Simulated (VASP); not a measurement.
A run of VASP 6.6.1:

Contents of INCAR:

```
SYSTEM = TbW
PREC = Accurate ; ENCUT = 500
EDIFF = 1E-6 ; ISMEAR = 0
SIGMA = 0.2 ; LREAL = .FALSE.
LASPH = .TRUE. ; NELM = 200
ALGO = Normal ; ISIF = 2
LWAVE = .FALSE. ; LCHARG = .FALSE.
GGA = PE ; NBANDS = 18
GGA_COMPAT = .FALSE. ; LMAXMIX = 6
```

The input KPOINTS:

```
Automatic mesh
0
G
  6 6 5
  0 0 0
```

Contents of POSCAR:

```
TbW
1.0
    2.8498737514      0.0000000000      0.0000000000
    0.0000000000      2.8498737514      0.0000000000
    0.0000000000      0.0000000000      5.1518541578
Tb W
1 1
Direct
    0.5000000000      0.5000000000      0.5000000000
    0.0000000000      0.0000000000      0.0000000000
```

Potentials or basis: VASP PAW PBE potentials, release 64 (Tb_3, W_sv), 4f in core.

Command:

```bash
$ cat potpaw_PBE.64/Tb_3/POTCAR potpaw_PBE.64/W_sv/POTCAR > POTCAR
$ mpirun -np 1 vasp_std > vasp.out
```

Hardware: 1 thread of Intel Xeon 8259CL (shared host).

Estimate the wall time of this run.

Run time: 46 s on 1 thread of Intel Xeon 8259CL, with other jobs on the host, peak memory 0.15 GiB. Counts: scf iterations 14, k points 30.
